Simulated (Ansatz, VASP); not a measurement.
**One calculation of Mg, two programs**

```
Mg
1.0
     0.00000    2.26163    2.26163
     2.26163    0.00000    2.26163
     2.26163    2.26163    0.00000
Mg
1
Direct
  0.00000 0.00000 0.00000
```

Alike in both runs: functional PBE; k mesh 15 × 15 × 15; occupations fermi-dirac, width 0.1 eV; no spin polarisation.

Ansatz relaxed the structure, and its values are those at the end. VASP's run is a single point on that final structure, the one shown.

|  | VASP | Ansatz |
| --- | --- | --- |
| version | VASP 6.6.1 | Ansatz 0.2.0 |
| potentials or method | VASP PAW PBE potentials, release 64 (Mg) | PAW with Ansatz's default frozen-core files, scalar-relativistic |
| plane-wave cutoff (eV) | 520 | 420 |
| valence electrons in the cell | 2 | 10 |

|  | VASP | Ansatz | Ansatz less VASP |
| --- | --- | --- | --- |
| pressure (GPa) | -0.1 | 0.0 | +0.12 |

VASP's potentials hold 2 valence electrons a cell and Ansatz's 10, so a difference there can come from the potentials and not from the codes.
